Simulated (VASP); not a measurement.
Crystal: MgO.

```
Mg O
1.0
     3.00785    0.00000    0.00000
    -1.50392    2.60487    0.00000
     0.00000    0.00000    9.82340
Mg O
4 4
Direct
  0.00000 0.00000 0.00000
  0.33333 0.66667 0.25000
  0.00000 0.00000 0.50000
  0.66667 0.33333 0.75000
  0.66667 0.33333 0.12500
  0.66667 0.33333 0.37500
  0.33333 0.66667 0.62500
  0.33333 0.66667 0.87500
```

| Property | Result |
| --- | --- |
| Program | VASP 6.6.1 |
| Task | relaxation of cell and atoms |
| Functional | PBE |
| Potentials or basis | VASP PAW PBE potentials, release 64 (Mg, O) |
| Cutoff | 600 eV |
| k mesh | 9 × 9 × 3 |
| Occupations | gaussian, width 0.02 eV |
| Spin | no spin polarisation |

At the start: pressure 2.3 GPa; volume 9.62 Å³/atom.

How do energy, volume and symmetry change on relaxing?

Over 7 steps the energy falls by 24.8 meV/atom and the volume is 9.72 Å³/atom (+1.0 %); space group P6_3/mmc (No. 194, to 0.1 Å) before and after.

Step by step:
| step | energy change (eV) | largest force (eV/Å) | pressure (GPa) | volume (Å³) |
| --- | --- | --- | --- | --- |
| 1 | 0.0000 | 1.0699 | 2.28 | 76.97 |
| 2 | -0.1816 | 0.2887 | -1.29 | 78.43 |
| 3 | -0.1973 | 0.0192 | -0.66 | 78.11 |
| 4 | -0.1972 | 0.0002 | -0.61 | 78.09 |
| 5 | -0.1982 | 0.0019 | 0.15 | 77.68 |
| 6 | -0.1982 | 0.0017 | 0.07 | 77.72 |
| 7 | -0.1982 | 0.0034 | -0.01 | 77.75 |

Final structure:
```
Mg O
1.0
     2.97789    0.00000    0.00000
    -1.48895    2.57893    0.00000
     0.00000    0.00000   10.12439
Mg O
4 4
Direct
  0.00000 0.00000 0.00000
  0.33333 0.66667 0.25000
  0.00000 0.00000 0.50000
  0.66667 0.33333 0.75000
  0.66667 0.33333 0.12100
  0.66667 0.33333 0.37900
  0.33333 0.66667 0.62100
  0.33333 0.66667 0.87900
```
